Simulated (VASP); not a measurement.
# C (Fd-3m) in VASP: notebook, part 3 of 3

VASP 6.6.1. The steps go on from the part before.

## 4. Relaxation of cell and atoms, PBE

File INCAR:

```
SYSTEM = C
PREC = Accurate
ENCUT = 600
EDIFF = 1E-7
ISMEAR = 0
SIGMA = 0.02
LREAL = .False.
LASPH = .True.
NELM = 120
ALGO = Normal
ISIF = 3
LWAVE = .False.
LCHARG = .False.
GGA = PE
IBRION = 2
NSW = 100
EDIFFG = -0.002
GGA_COMPAT = .False.
NELMIN = 4
```

File KPOINTS:

```
Automatic mesh
0
Gamma
  12 12 12
  0 0 0
```

File POSCAR:

```
C
1.0
    0.0000000000      1.7800000000      1.7800000000
    1.7800000000      0.0000000000      1.7800000000
    1.7800000000      1.7800000000      0.0000000000
C
2
Direct
    0.0000000000      0.0000000000      0.0000000000
    0.2500000000      0.2500000000      0.2500000000
```

Potentials or basis: VASP PAW PBE potentials, release 64 (C).

Command:

```
$ cat potpaw_PBE.64/C/POTCAR > POTCAR
$ mpirun -np 1 vasp_std > vasp.out
```

OUTCAR:

```text
SYSTEM = C
   PREC = Accurate
   ENCUT = 600
   EDIFF = 1E-7
   ISMEAR = 0
   LREAL = .False.
   LASPH = .True.
   NELM = 120
   ISIF = 3
   GGA = PE
   IBRION = 2
   NSW = 100
   EDIFFG = -0.002
   NELMIN = 4

 ion  position               nearest neighbor table
   1  0.000  0.000  0.000-   2 1.54   2 1.54   2 1.54   2 1.54
   2  0.250  0.250  0.250-   1 1.54   1 1.54   1 1.54   1 1.54

  LATTYP: Found a face centered cubic cell.
 ALAT       =     3.5600000000

  Lattice vectors:

 A1 = (   0.0000000000,   1.7800000000,   1.7800000000)
 A2 = (   1.7800000000,   0.0000000000,   1.7800000000)
 A3 = (   1.7800000000,   1.7800000000,   0.0000000000)

Analysis of symmetry for initial positions (statically):
=====================================================================
 Subroutine PRICEL returns:
 Original cell was already a primitive cell.

 Routine SETGRP: Setting up the symmetry group for a
 face centered cubic supercell.

 Subroutine GETGRP returns: Found 48 space group operations
 (whereof 24 operations were pure point group operations)
 out of a pool of 48 trial point group operations.

The static configuration has the point symmetry T_d .
 The point group associated with its full space group is O_h .

Analysis of symmetry for dynamics (positions and initial velocities):
=====================================================================
 Subroutine PRICEL returns:
 Original cell was already a primitive cell.

 Routine SETGRP: Setting up the symmetry group for a
 face centered cubic supercell.

 Subroutine GETGRP returns: Found 48 space group operations
 (whereof 24 operations were pure point group operations)
 out of a pool of 48 trial point group operations.

The dynamic configuration has the point symmetry T_d .
 The point group associated with its full space group is O_h .

 Subroutine INISYM returns: Found 48 space group operations
 (whereof 24 operations are pure point group operations),
 and found     1 'primitive' translations

----------------------------------------------------------------------------------------

                                     Primitive cell

  volume of cell :      11.2795

  direct lattice vectors                    reciprocal lattice vectors
     0.000000000  1.780000000  1.780000000    -0.280898876  0.280898876  0.280898876
     1.780000000  0.000000000  1.780000000     0.280898876 -0.280898876  0.280898876
     1.780000000  1.780000000  0.000000000     0.280898876  0.280898876 -0.280898876

  length of vectors
     2.517300141  2.517300141  2.517300141     0.486531126  0.486531126  0.486531126

  position of ions in fractional coordinates (direct lattice)
     0.000000000  0.000000000  0.000000000
     0.250000000  0.250000000  0.250000000

  ion indices of the primitive-cell ions
   primitive index   ion index
                 1           1
                 2           2

----------------------------------------------------------------------------------------

 KPOINTS: Automatic mesh

Automatic generation of k-mesh.
 Grid dimensions read from file:
 generate k-points for:   12   12   12

 Generating k-lattice:

  Cartesian coordinates                     Fractional coordinates (reciprocal lattice)
    -0.023408240  0.023408240  0.023408240     0.083333333  0.000000000  0.000000000
     0.023408240 -0.023408240  0.023408240     0.000000000  0.083333333  0.000000000
     0.023408240  0.023408240 -0.023408240     0.000000000  0.000000000  0.083333333

  Length of vectors
     0.040544260  0.040544260  0.040544260

  Shift w.r.t. Gamma in fractional coordinates (k-lattice)
     0.000000000  0.000000000  0.000000000

 Subroutine IBZKPT returns following result:
 ===========================================

 Found     72 irreducible k-points:

 Following reciprocal coordinates:
            Coordinates               Weight
  0.000000  0.000000  0.000000      1.000000
  0.083333  0.000000  0.000000      8.000000
  0.166667  0.000000  0.000000      8.000000
  0.250000  0.000000  0.000000      8.000000
  0.333333  0.000000  0.000000      8.000000
  0.416667  0.000000  0.000000      8.000000
[... 16 lines left out ...]
  0.500000  0.166667  0.000000     24.000000
 -0.416667  0.166667  0.000000     24.000000
 [... further k-points ...]
   k-points           NKPTS =     72   k-points in BZ     NKDIM =     72   number of bands    NBANDS=      8
   number of dos      NEDOS =    301   number of ions     NIONS =      2
   total plane-waves  NPLWV =   8000
   dimension x,y,z NGX =    20 NGY =   20 NGZ =   20
   dimension x,y,z NGXF=    40 NGYF=   40 NGZF=   40
   ions per type =               2
   NGX,Y,Z   is equivalent  to a cutoff of  13.21, 13.21, 13.21 a.u.
   NGXF,Y,Z  is equivalent  to a cutoff of  26.42, 26.42, 26.42 a.u.
 SYSTEM =  C
   PREC   = accura    normal or accurate (medium, high low for compatibility)
   ISTART =      0    job   : 0-new  1-cont  2-samecut
   ICHARG =      2    charge: 1-file 2-atom 10-const
   ISPIN  =      1    spin polarized calculation?
   LNONCOLLINEAR =      F non collinear calculations
   LSORBIT =      F    spin-orbit coupling
   LASPH  =      T    aspherical Exc in radial PAW
   ENCUT  =  600.0 eV  44.10 Ry    6.64 a.u.   5.03  5.03  5.03*2*pi/ulx,y,z
   NELM   =    120;   NELMIN=  4; NELMDL= -5     # of ELM steps
   EDIFF  = 0.1E-06   stopping-criterion for ELM
   LREAL  =      F    real-space projection
   EDIFFG = -.2E-02   stopping-criterion for IOM
   NSW    =    100    number of steps for IOM
   IBRION =      2    ionic relax: 0-MD 1-quasi-New 2-CG
   NFREE  =      1    steps in history (QN), initial steepest desc. (CG)
   ISIF   =      3    stress and relaxation
   ISYM   =      2    0-nonsym 1-usesym 2-fastsym
   POTIM  = 0.5000    time-step for ionic-motion
   TEBEG  =    0.0;   TEEND  =   0.0 temperature during run
   PSTRESS=    0.0 pullay stress
   NELECT =       8.0000    total number of electrons
   NUPDOWN=      -1.0000    fix difference up-down
   EMIN   =  10.00;   EMAX   =-10.00  energy-range for DOS
   EFERMI =   0.00;   METHOD = LEGACY
   ISMEAR =     0;   SIGMA  =   0.02  broadening in eV -4-tet -1-fermi 0-gaus
   EFERMI_NEDOS =   21; number of points for ismear=-14 and -15
   IALGO  =     38    algorithm
   IMIX   =      4    mixing-type and parameters
     AMIX     =   0.40;   BMIX     =  1.00
     AMIX_MAG =   1.60;   BMIX_MAG =  1.00
  volume/ion in A,a.u.               =       5.64        38.06
  Fermi-wavevector in a.u.,A,eV,Ry     =   1.459962  2.758928 29.000661  2.131488
  Thomas-Fermi vector in A             =   2.576467
   LORBIT       =      0    0 simple, 1 ext, 2 COOP (PROOUT), +10 PAW based schemes
   GGA     = PE    functional components
   LHFCALC =     F    Hartree Fock is set to
   AEXX    =    0.0000 exact exchange contribution
   IVDW    =     0    specifies the selected vdW correction
   LEPSILON=     F    determine dielectric tensor
   LRPA    =     F    only Hartree local field effects (RPA)
 conjugate gradient relaxation of ions
 non-spin polarized calculation
 Gauss-broadening in eV      SIGMA  =   0.02
  energy-cutoff  :      600.00
  volume of cell :       11.28
 maximum number of plane-waves:       388
   NGX =  9   NGY =  9   NGZ =  9

--------------------------------------- Ionic step        1  -------------------------------------------

 number of electron       7.9999999 magnetization

 Free energy of the ion-electron system (eV)
  ---------------------------------------------------
  ext. energy  EPLUGINS =         0.00000000
  ---------------------------------------------------
  free energy    TOTEN  =       -18.18856941 eV

  energy without entropy =      -18.18856941  energy(sigma->0) =      -18.18856941

 E-fermi :  10.0211     XC(G=0): -13.2792

 val. band max:        9.8107682076   @ k =   0.0000   0.0000   0.0000
 cond. band min:      13.9771946501   @ k =   0.3333   0.3333   0.0000
 fundamental gap:      4.1664264426
 Fermi energy:        10.0211223304

 k-point     1 :       0.0000    0.0000    0.0000
  band No.  band energies     occupation
      1     -11.7421      2.00000
      2       9.8108      2.00000
      3       9.8108      2.00000
      4       9.8108      2.00000
      5      15.4166      0.00000
      6      15.4166      0.00000
      7      15.4166      0.00000
      8      23.2724      0.00000
[... 322 lines left out ...]
  energy  without entropy=      -18.1878070228  energy(sigma->0) =      -18.18780702

--------------------------------------- Ionic step        3  -------------------------------------------

 number of electron       7.9999999 magnetization

 Free energy of the ion-electron system (eV)
  ---------------------------------------------------
  ext. energy  EPLUGINS =         0.00000000
  ---------------------------------------------------
  free energy    TOTEN  =       -18.19004780 eV

  energy without entropy =      -18.19004780  energy(sigma->0) =      -18.19004780

 E-fermi :   9.8521     XC(G=0): -13.2300

 val. band max:        9.6690344180   @ k =   0.0000   0.0000   0.0000
 cond. band min:      13.8131533531   @ k =   0.3333   0.3333   0.0000
 fundamental gap:      4.1441189351
 Fermi energy:         9.8520742896

 k-point     1 :       0.0000    0.0000    0.0000
  band No.  band energies     occupation
      1     -11.7521      2.00000
      2       9.6690      2.00000
      3       9.6690      2.00000
      4       9.6690      2.00000
      5      15.2479      0.00000
      6      15.2479      0.00000
      7      15.2479      0.00000
      8      22.9060      0.00000
[... 282 lines left out ...]
  FREE ENERGIE OF THE ION-ELECTRON SYSTEM (eV)
  ---------------------------------------------------
  free  energy   TOTEN  =       -18.1900477973 eV

  energy  without entropy=      -18.1900477973  energy(sigma->0) =      -18.19004780

 reached required accuracy - stopping structural energy minimisation
```

Wall time 24 s (1 thread of Intel Xeon 8259CL, shared host); peak memory 0.12 GiB.

What came out:

| Item | Value |
| --- | --- |
| Free energy | -18.1900 eV |
| Relaxed volume | 5.70 Å³/atom |
| Relaxed cell | a = 2.526 Å, b = 2.526 Å, c = 2.526 Å, α = 60.00°, β = 60.00°, γ = 60.00° |
| Space group after relaxing (to 0.05 Å) | Fd-3m (No. 227) |
| Energy gained by relaxing | 0.7 meV/atom |
| Ionic steps | 3 |
| Pressure after relaxing | 0.0 GPa |
| Band gap on the k mesh | 4.14 eV, indirect (least direct gap 5.58 eV) |

Step by step:
```csv
step,energy change (eV),largest force (eV/Å),pressure (GPa),volume (Å³)
1,0.0000,0.0000,4.31,11.28
2,0.0008,0.0000,-5.12,11.53
3,-0.0015,0.0000,0.00,11.39
```

Final structure:
```
C
1.0
     0.00000    1.78582    1.78582
     1.78582    0.00000    1.78582
     1.78582    1.78582    0.00000
C
2
Direct
  0.00000 0.00000 0.00000
  0.25000 0.25000 0.25000
```

## 5. Summary

| task | cell | k mesh | smearing | gap on the mesh (eV) | pressure (GPa) |
| --- | --- | --- | --- | --- | --- |
| single point | a = 2.517 Å, angles 60.0°, 2 atoms | 8 × 8 × 8 | gaussian 0.1 eV | 4.15 | 4.3 |
| single point | a = 2.526 Å, angles 60.0°, 2 atoms | 12 × 12 × 12 | gaussian 0.02 eV | 4.14 | 0.0 |
| relaxation of cell and atoms | relaxed from a = 2.517 Å, angles 60.0°, 2 atoms | 12 × 12 × 12 | gaussian 0.02 eV | 4.14 | 0.0 |

Alike in all rows: level PBE; potentials or basis VASP PAW PBE potentials, release 64 (C); no spin polarisation; cutoff (eV) 600.

Total energies depend on the potentials used, so only differences within one code and one set of settings carry meaning.
